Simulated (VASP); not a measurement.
Here is a VASP 6.6.1 calculation.

File INCAR:

```
SYSTEM = Pb
  ALGO = Normal
  EDIFF = 1E-6
  ENCUT = 500
  GGA = LIBXC
  GGA_COMPAT = .False.
  ISIF = 2
  ISMEAR = -1
  LASPH = .True.
  LCHARG = .True.
  LELF = .True.
  LIBXC1 = GGA_X_RPBE
  LIBXC2 = GGA_C_LYP
  LREAL = .False.
  LVHAR = .True.
  LWAVE = .False.
  NBANDS = 13
  NELM = 120
  PREC = Accurate
  SIGMA = 0.05
```

The input KPOINTS:

```
k-points
0
Gamma
  9 9 9
  0 0 0
```

Contents of POSCAR:

```
Pb
1.0
   -1.8377531500      1.8377531500      1.8377531500
    1.8377531500     -1.8377531500      1.8377531500
    1.8377531500      1.8377531500     -1.8377531500
Pb
1
Direct
    0.0000000000      0.0000000000      0.0000000000
```

Potentials or basis: VASP PAW PBE potentials, release 64 (Pb_d).

Command:

```console
$ cat potpaw_PBE.64/Pb_d/POTCAR > POTCAR
$ mpirun -np 1 vasp_std > vasp.out
```

**Question.** What does it give for the band gap on the k mesh?

**Answer.** Zero (bands 7 and 8 overlap by 11.98 eV).

**Question.** Predict the pressure.

**Answer.** 25.3 GPa.

Caveat: the cell stands under pressure; the PAW data sets were made with another functional, which shifts forces and pressure a little; spin-orbit coupling is left out, which moves the levels of the heavy elements.
